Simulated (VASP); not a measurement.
# CuO in VASP: further runs, part 2 of 2

VASP 6.6.1. Earlier steps stand in the parts before.

## Step 3: Single point, PBEsol

This run uses another cell than the first one, of 10.65 Å³/atom.

INCAR

```
SYSTEM = CuO
ALGO = Normal
EDIFF = 1E-6
ENCUT = 820
GGA = PS
GGA_COMPAT = .FALSE.
ISIF = 2
ISMEAR = -1
LASPH = .TRUE.
LCHARG = .FALSE.
LREAL = .FALSE.
LWAVE = .FALSE.
NBANDS = 33
NELM = 120
PREC = Accurate
SIGMA = 0.05
```

KPOINTS

```
k-points
0
G
  9 9 5
  0 0 0
```

POSCAR

```
CuO
1.0
    2.8941907370     -0.0183127705     -0.0039555793
    0.0209607257      2.8940268723     -0.0039056635
    0.0103642135      0.0102983836      5.0880528201
Cu O
2 2
Direct
    0.0000000000      0.5000000000      0.0000000000
    0.5000000000      0.0000000000      0.5000000000
    0.9997559070      0.0002440103      0.7500021878
    0.0002440930      0.9997559897      0.2499978122
```

Potentials or basis: VASP PAW PBE potentials, release 64 (Cu_sv_GW, O).

The run is started by

```bash
cat potpaw_PBE.64/Cu_sv_GW/POTCAR potpaw_PBE.64/O/POTCAR > POTCAR
mpirun -np 1 vasp_std > vasp.out
```

OUTCAR:

```text
SYSTEM = CuO
   EDIFF = 1E-6
   ENCUT = 820
   GGA = PS
   ISIF = 2
   ISMEAR = -1
   LASPH = .TRUE.
   LREAL = .FALSE.
   NELM = 120
   PREC = Accurate

 ion  position               nearest neighbor table
   1  0.000  0.500  0.000-   3 1.93   4 1.93   4 1.93   3 1.93
   2  0.500  0.000  0.500-   4 1.93   3 1.93   4 1.93   3 1.93
   3  1.000  0.000  0.750-   1 1.93   2 1.93   1 1.93   2 1.93
   4  0.000  1.000  0.250-   1 1.93   2 1.93   1 1.93   2 1.93

  LATTYP: Found a base centered monoclinic cell.
 ALAT       =    23.7824084894
 B/A-ratio  =     0.1720224849
 C/A-ratio  =     0.2747502194
 COS(beta)  =    -0.9909713947

  Lattice vectors:

 A1 = (  -2.9568406154,  -5.7903377413, -10.1643387339)
 A2 = (  -5.8300706267,  -2.8779980985, -10.1642888181)
 A3 = (   2.9255156762,   2.8860124854,   5.0801915773)

Analysis of symmetry for initial positions (statically):
=====================================================================
 Subroutine PRICEL returns:
 Original cell was already a primitive cell.

 Routine SETGRP: Setting up the symmetry group for a
 base centered monoclinic supercell.

 Subroutine GETGRP returns: Found  2 space group operations
 (whereof  2 operations were pure point group operations)
 out of a pool of  4 trial point group operations.

The static configuration has the point symmetry S_2 .

Analysis of symmetry for dynamics (positions and initial velocities):
=====================================================================
 Subroutine PRICEL returns:
 Original cell was already a primitive cell.

 Routine SETGRP: Setting up the symmetry group for a
 base centered monoclinic supercell.

 Subroutine GETGRP returns: Found  2 space group operations
 (whereof  2 operations were pure point group operations)
 out of a pool of  4 trial point group operations.

The dynamic configuration has the point symmetry S_2 .

 Subroutine INISYM returns: Found  2 space group operations
 (whereof  2 operations are pure point group operations),
 and found     1 'primitive' translations

----------------------------------------------------------------------------------------

                                     Primitive cell

  volume of cell :      42.6190

  direct lattice vectors                    reciprocal lattice vectors
     2.894190737 -0.018312770 -0.003955579     0.345502935 -0.002503336 -0.000698712
     0.020960726  2.894026872 -0.003905663     0.002185305  0.345522516 -0.000703800
     0.010364214  0.010298384  5.088052820     0.000270280  0.000263282  0.196537757

  length of vectors
     2.894251376  2.894105413  5.088073798     0.345512710  0.345530143  0.196538119

  position of ions in fractional coordinates (direct lattice)
     1.000000000  0.500000000  0.000000000
     0.500000000  1.000000000  0.500000000
     0.999755907  0.000244010  0.750002188
     0.000244093  0.999755990  0.249997812

  ion indices of the primitive-cell ions
   primitive index   ion index
                 1           1
                 2           2
                 3           3
                 4           4

----------------------------------------------------------------------------------------

 KPOINTS: k-points

Automatic generation of k-mesh.
 Grid dimensions read from file:
 generate k-points for:    9    9    5

 Generating k-lattice:

  Cartesian coordinates                     Fractional coordinates (reciprocal lattice)
     0.038389215 -0.000278148 -0.000077635     0.111111111  0.000000000 -0.000000000
     0.000242812  0.038391391 -0.000078200    -0.000000000  0.111111111 -0.000000000
     0.000054056  0.000052656  0.039307551    -0.000000000 -0.000000000  0.200000000

  Length of vectors
     0.038390301  0.038392238  0.039307624

  Shift w.r.t. Gamma in fractional coordinates (k-lattice)
     0.000000000  0.000000000  0.000000000

 Subroutine IBZKPT returns following result:
 ===========================================

 Found    203 irreducible k-points:

 Following reciprocal coordinates:
            Coordinates               Weight
  0.000000  0.000000  0.000000      1.000000
  0.111111 -0.000000  0.000000      2.000000
  0.222222 -0.000000  0.000000      2.000000
  0.333333  0.000000  0.000000      2.000000
  0.444444 -0.000000  0.000000      2.000000
 -0.000000  0.111111 -0.000000      2.000000
[... 16 lines left out ...]
 -0.111111  0.222222 -0.000000      2.000000
 -0.000000  0.333333  0.000000      2.000000
 [... further k-points ...]
   k-points           NKPTS =    203   k-points in BZ     NKDIM =    203   number of bands    NBANDS=     33
   number of dos      NEDOS =    301   number of ions     NIONS =      4
   total plane-waves  NPLWV =  37632
   dimension x,y,z NGX =    28 NGY =   28 NGZ =   48
   dimension x,y,z NGXF=    56 NGYF=   56 NGZF=   96
   ions per type =               2   2
   NGX,Y,Z   is equivalent  to a cutoff of  16.08, 16.08, 15.68 a.u.
   NGXF,Y,Z  is equivalent  to a cutoff of  32.17, 32.17, 31.37 a.u.
 SYSTEM =  CuO
   PREC   = accura    normal or accurate (medium, high low for compatibility)
   ISTART =      0    job   : 0-new  1-cont  2-samecut
   ICHARG =      2    charge: 1-file 2-atom 10-const
   ISPIN  =      1    spin polarized calculation?
   LNONCOLLINEAR =      F non collinear calculations
   LSORBIT =      F    spin-orbit coupling
   LASPH  =      T    aspherical Exc in radial PAW
   ENCUT  =  820.0 eV  60.27 Ry    7.76 a.u.   6.76  6.76 11.88*2*pi/ulx,y,z
   NELM   =    120;   NELMIN=  2; NELMDL= -5     # of ELM steps
   EDIFF  = 0.1E-05   stopping-criterion for ELM
   LREAL  =      F    real-space projection
   EDIFFG = 0.1E-04   stopping-criterion for IOM
   NSW    =      0    number of steps for IOM
   IBRION =     -1    ionic relax: 0-MD 1-quasi-New 2-CG
   NFREE  =      0    steps in history (QN), initial steepest desc. (CG)
   ISIF   =      2    stress and relaxation
   ISYM   =      2    0-nonsym 1-usesym 2-fastsym
   POTIM  = 0.5000    time-step for ionic-motion
   TEBEG  =    0.0;   TEEND  =   0.0 temperature during run
   PSTRESS=    0.0 pullay stress
   NELECT =      50.0000    total number of electrons
   NUPDOWN=      -1.0000    fix difference up-down
   EMIN   =  10.00;   EMAX   =-10.00  energy-range for DOS
   EFERMI =   0.00;   METHOD = LEGACY
   ISMEAR =    -1;   SIGMA  =   0.05  broadening in eV -4-tet -1-fermi 0-gaus
   EFERMI_NEDOS =   21; number of points for ismear=-14 and -15
   IALGO  =     38    algorithm
   IMIX   =      4    mixing-type and parameters
     AMIX     =   0.40;   BMIX     =  1.00
     AMIX_MAG =   1.60;   BMIX_MAG =  1.00
  volume/ion in A,a.u.               =      10.65        71.90
  Fermi-wavevector in a.u.,A,eV,Ry     =   1.726621  3.262840 40.561951  2.981219
  Thomas-Fermi vector in A             =   2.801898
   LORBIT       =      0    0 simple, 1 ext, 2 COOP (PROOUT), +10 PAW based schemes
   GGA     = PS    functional components
   LHFCALC =     F    Hartree Fock is set to
   AEXX    =    0.0000 exact exchange contribution
   IVDW    =     0    specifies the selected vdW correction
   LEPSILON=     F    determine dielectric tensor
   LRPA    =     F    only Hartree local field effects (RPA)
 non-spin polarized calculation
  energy-cutoff  :      820.00
  volume of cell :       42.62
 maximum number of plane-waves:      2287
   NGX = 13   NGY = 13   NGZ = 23

 number of electron      50.0000002 magnetization

 Free energy of the ion-electron system (eV)
  ---------------------------------------------------
  ext. energy  EPLUGINS =         0.00000000
  ---------------------------------------------------
  free energy    TOTEN  =       -21.68078407 eV

  energy without entropy =      -21.66207348  energy(sigma->0) =      -21.67142877

 E-fermi :   5.2406     XC(G=0): -12.1667

 val. band max:        5.1964522833   @ k =   0.4444   0.4444   0.4000
 cond. band min:       5.2844969373   @ k =  -0.4444   0.0000   0.2000
 fundamental gap:      0.0880446540
 Fermi energy:         5.2406120217

 k-point     1 :       0.0000    0.0000    0.0000
  band No.  band energies     occupation
      1    -107.2815      2.00000
      2    -107.2805      2.00000
      3     -64.9241      2.00000
      4     -64.9234      2.00000
      5     -64.8855      2.00000
      6     -64.8791      2.00000
[... 853 lines left out ...]
     32      19.1803      0.00000
     33      20.2715      0.00000

 [... further k-points ...]

------------------------ aborting loop because EDIFF is reached ----------------------------------------

  FORCE on cell =-STRESS in cart. coord.  units (eV):
  Direction    XX          YY          ZZ          XY          YZ          ZX
  --------------------------------------------------------------------------------------
  -------------------------------------------------------------------------------------
  Total       -0.1007303     -0.1053818     -0.0708204     -0.0016751     -0.0024261     -0.0019305
  in kB       -3.7867555     -3.9616185     -2.6623527     -0.0629712     -0.0912049     -0.0725734
  external PRESSURE =      -3.4702422 kB  Pullay stress =       0.0000000 kB

 VOLUME and BASIS-vectors are now :
 -----------------------------------------------------------------------------
  energy-cutoff  :      820.00
  volume of cell :       42.62
      direct lattice vectors                 reciprocal lattice vectors
     2.894190737 -0.018312770 -0.003955579     0.345502935 -0.002503336 -0.000698712
     0.020960726  2.894026872 -0.003905663     0.002185305  0.345522516 -0.000703800
     0.010364214  0.010298384  5.088052820     0.000270280  0.000263282  0.196537757

 POSITION                                       TOTAL-FORCE (eV/Angst)
 -----------------------------------------------------------------------------------
      0.01048      1.44701     -0.00195         0.000000      0.000000     -0.000000
      1.45228     -0.00401      2.54205         0.000000      0.000000     -0.000000
      2.90126     -0.00988      3.81210        -0.000172      0.000373      0.000580
      0.02425      2.89589      1.26810         0.000172     -0.000373     -0.000580
 -----------------------------------------------------------------------------------
    total drift:                                0.000000     -0.000000      0.000000

  FREE ENERGIE OF THE ION-ELECTRON SYSTEM (eV)
  ---------------------------------------------------
  free  energy   TOTEN  =       -21.6807840744 eV

  energy  without entropy=      -21.6620734752  energy(sigma->0) =      -21.67142877
```

OSZICAR:

```text
N       E                     dE             d eps       ncg     rms          rms(c)
DAV:   1     0.106644932706E+04    0.10664E+04   -0.40328E+04 20819   0.586E+03
DAV:   2     0.863831790229E+02   -0.98007E+03   -0.94125E+03 22201   0.138E+03
DAV:   3    -0.226898367296E+02   -0.10907E+03   -0.10654E+03 25746   0.509E+02
DAV:   4    -0.275900996413E+02   -0.49003E+01   -0.48750E+01 21832   0.125E+02
DAV:   5    -0.277953543891E+02   -0.20525E+00   -0.20509E+00 23380   0.225E+01    0.179E+01
DAV:   6    -0.267003521691E+02    0.10950E+01   -0.51447E+01 23252   0.370E+02    0.172E+01
DAV:   7    -0.216258876124E+02    0.50745E+01   -0.17388E+01 21788   0.301E+02    0.396E+00
DAV:   8    -0.217018076638E+02   -0.75920E-01   -0.15545E+00 21284   0.114E+01    0.200E+00
DAV:   9    -0.216826278971E+02    0.19180E-01   -0.63189E-02 24516   0.114E+01    0.429E-01
DAV:  10    -0.216809079515E+02    0.17199E-02   -0.71648E-03 24780   0.379E+00    0.233E-01
DAV:  11    -0.216810264950E+02   -0.11854E-03   -0.44751E-03 24484   0.398E+00    0.208E-01
DAV:  12    -0.216808288647E+02    0.19763E-03   -0.16734E-03 23596   0.234E+00    0.517E-02
DAV:  13    -0.216807846086E+02    0.44256E-04   -0.16641E-04 23852   0.304E-01    0.154E-02
DAV:  14    -0.216807839427E+02    0.66597E-06   -0.16014E-05 20676   0.139E-01    0.637E-03
DAV:  15    -0.216807840744E+02   -0.13169E-06   -0.11905E-06 10484   0.519E-02
   1 F= -.21680784E+02 E0= -.21671429E+02  d E =-.187106E-01
```

It took 8.6 min on 1 thread of Intel Xeon Platinum 8259CL at 2.50GHz (Skylake/Cascade Lake), shared host; peak memory 0.6 GiB.

What came out:

| Property | Result |
| --- | --- |
| Free energy | -21.6808 eV |
| Pressure | -0.3 GPa |
| Band gap on the k mesh | zero (bands 25 and 26 overlap by 0.99 eV) |

Stress tensor (GPa, compression positive):
```
-0.38 -0.01 -0.01
-0.01 -0.40 -0.01
-0.01 -0.01 -0.27
```

Caveat: the PAW data sets were made with another functional, which shifts forces and pressure a little; semilocal functionals often make such compounds metallic where correlation or magnetic order opens a gap, which also shifts bond lengths.

## Step 4: Single point, LDA

INCAR

```
SYSTEM = CuO
  ALGO = Normal
  EDIFF = 1E-6
  ENCUT = 520
  GGA = CA
  ISIF = 2
  ISMEAR = -1
  LASPH = .TRUE.
  LCHARG = .TRUE.
  LELF = .TRUE.
  LREAL = .FALSE.
  LVHAR = .TRUE.
  LWAVE = .FALSE.
  NBANDS = 25
  NELM = 100
  PREC = Accurate
  SIGMA = 0.05
```

KPOINTS is that of step 3.

POSCAR

```
CuO
1.0
    2.8207191443      0.0000000000      0.0000000000
    0.0382751310      2.8205021813      0.0000000000
    0.0171382374      0.0168928653      5.0706699737
Cu O
2 2
Direct
    0.0000000000      0.5000000000      0.0000000000
    0.5000000000      0.0000000000      0.5000000000
    0.9984239700      0.0016717800      0.7498871000
    0.0015760300      0.9983282200      0.2501129000
```

Potentials or basis: VASP PAW LDA potentials, release 64 (Cu, O).

The run is started by

```bash
cat potpaw_LDA.64/Cu/POTCAR potpaw_LDA.64/O/POTCAR > POTCAR
mpirun -np 1 vasp_std > vasp.out
```

Run time: 75 s. Hardware: 1 thread of Intel Xeon 6975P-C (Granite Rapids), shared host; peak memory 0.27 GiB.

The run converged. Its results:

| Quantity | Value |
| --- | --- |
| Free energy | -23.3192 eV |
| Pressure | 3.7 GPa |
| Largest force | 0.013 eV/Å |
| Band gap on the k mesh | zero (bands 17 and 18 overlap by 1.01 eV) |

Forces on the atoms (eV/Å):
```
Cu   0.000  0.000  0.000
Cu   0.000  0.000  0.000
O    0.003 -0.004  0.012
O   -0.003  0.004 -0.012
```

Stress tensor (GPa, compression positive):
```
 4.08 -0.05  0.01
-0.05  4.00  0.02
 0.01  0.02  3.16
```

Levels at points of the mesh, in eV from the Fermi level:
```csv
k point,band 15,band 16,band 17,band 18,band 19,band 20
"(0.00, 0.00, 0.00)",-2.55,-2.20,0.71,0.75,1.72,6.23
```

Caveat: the cell stands under pressure; semilocal functionals often make such compounds metallic where correlation or magnetic order opens a gap, which also shifts bond lengths. With open d or f shells a metallic result of LDA can be an artefact of self-interaction; +U or a hybrid may open a gap.

## Step 5: Single point, LDA

This run uses another cell than the first one, of 10.30 Å³/atom.

INCAR

```
  ALGO = Normal
  EDIFF = 1E-6
  ENCUT = 520
  GGA = CA
  ISIF = 2
  ISMEAR = -1
  LASPH = True
  LCHARG = True
  LELF = True
  LREAL = False
  LVHAR = True
  LWAVE = False
  NBANDS = 25
  NELM = 60
  PREC = Accurate
  SIGMA = 0.05
```

KPOINTS

```
k-points
0
Gamma
  9 9 5
```

POSCAR

```
CuO
1.0
    2.8405840181      0.0000000000      0.0000000000
    0.0385446830      2.8403655272      0.0000000000
    0.0172589332      0.0170118330      5.1063800938
Cu O
2 2
Direct
    0.0000000000      0.5000000000      0.0000000000
    0.5000000000      0.0000000000      0.5000000000
    0.9984239700      0.0016717800      0.7498871000
    0.0015760300      0.9983282200      0.2501129000
```

The run is started by

```bash
cat potpaw_LDA.64/Cu/POTCAR potpaw_LDA.64/O/POTCAR > POTCAR
mpirun -np 1 vasp_std > vasp.out
```

It took 77 s on 1 thread of Intel Xeon 6975P-C (Granite Rapids), shared host; peak memory 0.27 GiB.

Results (log left out):

* Free energy: -23.3288 eV
* Pressure: -0.5 GPa
* Largest force: 0.014 eV/Å
* Band gap on the k mesh: zero (bands 17 and 18 overlap by 0.99 eV)

Forces on the atoms (eV/Å):
```
Cu   0.000  0.000  0.000
Cu   0.000  0.000  0.000
O    0.004 -0.006  0.012
O   -0.004  0.006 -0.012
```

Stress tensor (GPa, compression positive):
```
 0.38 -0.08 -0.01
-0.08  0.32  0.01
-0.01  0.01 -2.24
```

Levels at points of the mesh, in eV from the Fermi level:
| k point | band 15 | band 16 | band 17 | band 18 | band 19 | band 20 |
| --- | --- | --- | --- | --- | --- | --- |
| (0.00, 0.00, 0.00) | -2.47 | -2.13 | 0.70 | 0.74 | 1.66 | 6.21 |

Caveat: semilocal functionals often make such compounds metallic where correlation or magnetic order opens a gap, which also shifts bond lengths.

## Step 6: Single point, LDA

This run uses another cell than the first one, of 10.51 Å³/atom.

INCAR

```
SYSTEM = CuO
PREC     = Accurate       ! precision mode
ENCUT    = 520            ! plane-wave cutoff, eV
EDIFF    = 1E-6           ! SCF threshold, eV
ISMEAR   = -1             ! smearing method
SIGMA    = 0.05           ! smearing width, eV
LREAL    = .False.        ! projectors in reciprocal space
LASPH    = .True.         ! aspherical terms in the spheres
NELM     = 100            ! most SCF steps
ALGO     = Normal         ! electronic algorithm
ISIF     = 2              ! what is computed and relaxed
LWAVE    = .False.        ! write WAVECAR
LCHARG   = .True.         ! write CHGCAR
LELF     = .True.         ! ELF
LVHAR    = .True.       
NBANDS   = 25             ! bands
```

KPOINTS

```
Automatic mesh
0
Gamma
  9 9 5
  0 0 0
```

POSCAR

```
CuO
1.0
    2.8601748718      0.0000000000      0.0000000000
    0.0388105168      2.8599548740      0.0000000000
    0.0173779641      0.0171291597      5.1415976211
Cu O
2 2
Direct
    0.0000000000      0.5000000000      0.0000000000
    0.5000000000      0.0000000000      0.5000000000
    0.9984239700      0.0016717800      0.7498871000
    0.0015760300      0.9983282200      0.2501129000
```

Potentials or basis: VASP PAW LDA potentials, release 64 (Cu, O).

The run is started by

```bash
cat potpaw_LDA.64/Cu/POTCAR potpaw_LDA.64/O/POTCAR > POTCAR
mpirun -np 1 vasp_std > vasp.out
```

Run time: 75 s. Hardware: 1 thread of Intel Xeon 6975P-C (Granite Rapids), shared host; peak memory 0.28 GiB.

The run converged. Its results:

```
Free energy            : -23.3170 eV
Pressure               : -4.3 GPa
Largest force          : 0.014 eV/Å
Band gap on the k mesh : zero (bands 17 and 18 overlap by 0.97 eV)
```

Forces in eV/Å, atoms in the order of the input:
```
Cu   0.000  0.000  0.000
Cu   0.000  0.000  0.000
O    0.006 -0.007  0.011
O   -0.006  0.007 -0.011
```

Stress tensor (GPa, compression positive):
```
-2.89 -0.11 -0.02
-0.11 -2.94 -0.01
-0.02 -0.01 -7.02
```

Levels at points of the mesh, in eV from the Fermi level:
```csv
k point,band 14,band 15,band 16,band 17,band 18,band 19,band 20,band 21
"(0.00, 0.00, 0.00)",-2.49,-2.40,-2.07,0.69,0.73,1.60,6.19,7.41
```

Caveat: the cell stands under tension; semilocal functionals often make such compounds metallic where correlation or magnetic order opens a gap, which also shifts bond lengths. With open d or f shells a metallic result of LDA can be an artefact of self-interaction; +U or a hybrid may open a gap.

## Step 7: Summary

| level | potentials or basis | cell | cutoff (eV) | gap on the mesh (eV) | pressure (GPa) | largest force (eV/Å) |
| --- | --- | --- | --- | --- | --- | --- |
| PBEsol | VASP PAW PBE potentials, release 64 (Cu_sv_GW, O_h) | a = 2.821, b = 2.821, c = 5.071 Å, angles 89.8, 89.8, 89.2°, 4 atoms, atomic positions A | 1340 | none | 10.0 | 0.01 |
| PBEsol | VASP PAW PBE potentials, release 64 (Cu_sv_GW, O) | a = 2.894, b = 2.894, c = 5.088 Å, angles 90.0°, 4 atoms, atomic positions B | 820 | none | -0.3 | - |
| LDA | VASP PAW LDA potentials, release 64 (Cu, O) | a = 2.821, b = 2.821, c = 5.071 Å, angles 89.8, 89.8, 89.2°, 4 atoms, atomic positions A | 520 | none | 3.7 | 0.01 |
| LDA | VASP PAW LDA potentials, release 64 (Cu, O) | a = 2.841, b = 2.841, c = 5.106 Å, angles 89.8, 89.8, 89.2°, 4 atoms, atomic positions A | 520 | none | -0.5 | 0.01 |
| LDA | VASP PAW LDA potentials, release 64 (Cu, O) | a = 2.860, b = 2.860, c = 5.142 Å, angles 89.8, 89.8, 89.2°, 4 atoms, atomic positions A | 520 | none | -4.3 | 0.01 |

Alike in all rows: task single point; no spin polarisation; k mesh 9 × 9 × 5; smearing fermi-dirac 0.05 eV.

Caveats: semilocal functionals often make such compounds metallic where correlation or magnetic order opens a gap, which also shifts bond lengths; the cell stands under pressure (at least some runs); the PAW data sets were made with another functional, which shifts forces and pressure a little (at least some runs); the cell stands under tension (at least some runs).

Absolute energies hang on the potentials; compare differences alone.

The gap in the log of VASP goes by the Fermi energy; the results here count the filled bands.